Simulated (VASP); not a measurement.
# CO2: single point with PBEsol

CO2:

```
CELL_PARAMETERS angstrom
-1.95481 1.95481 2.96733
1.95481 -1.95481 2.96733
1.95481 1.95481 -2.96733
ATOMIC_POSITIONS crystal
C 0.00000 0.00000 0.00000
C 0.75000 0.25000 0.50000
O 0.37500 0.29235 0.41735
O 0.70765 0.12500 0.08265
O 0.87500 0.95765 0.58265
O 0.04235 0.62500 0.91735
```

| Property | Result |
| --- | --- |
| Program | VASP 6.6.1 |
| Task | single point |
| Functional | PBEsol |
| Potentials or basis | VASP PAW PBE potentials, release 64 (C_h, O_h) |
| Cutoff | 910 eV |
| k mesh | 6 × 6 × 6 |
| Occupations | gaussian, width 0.01 eV |
| Spin | no spin polarisation |

The pressure is 0.9 GPa, the largest force is 0.100 eV/Å and the band gap on the k mesh is 7.65 eV (least direct gap 8.08 eV).

Forces in eV/Å, atoms in the order of the input:
```
C    0.000  0.000  0.000
C    0.000  0.000  0.000
O    0.100  0.000  0.000
O    0.000 -0.100  0.000
O   -0.100  0.000  0.000
O    0.000  0.100  0.000
```

Stress tensor (GPa, compression positive):
```
1.08 0.00 0.00
0.00 1.08 0.00
0.00 0.00 0.53
```

Levels at points of the mesh, in eV from the valence-band top:
| k point | band 14 | band 15 | band 16 | band 17 | band 18 | band 19 |
| --- | --- | --- | --- | --- | --- | --- |
| (0.00, 0.00, 0.00) | -0.89 | -0.89 | -0.43 | 7.65 | 9.52 | 9.52 |
| (0.50, 0.00, 0.00) | -1.45 | -0.44 | 0.00 | 8.41 | 9.71 | 9.97 |
| (0.50, 0.50, 0.00) | -0.67 | -0.54 | -0.54 | 9.17 | 9.17 | 10.10 |
| (0.50, 0.50, 0.50) | -2.92 | -0.03 | -0.03 | 8.98 | 8.98 | 10.97 |

Run time: 64 s on 1 thread of AMD EPYC 7R43 64-Core Processor (Zen 3) (shared host), peak memory 0.21 GiB.

Caveat: the cutoff is under 1.25 times the usual one of these potentials, so pressure, stress and relaxed cells hold a basis-set (Pulay) error; the PAW data sets were made with another functional, which shifts forces and pressure a little. A k mesh can miss the band edges.
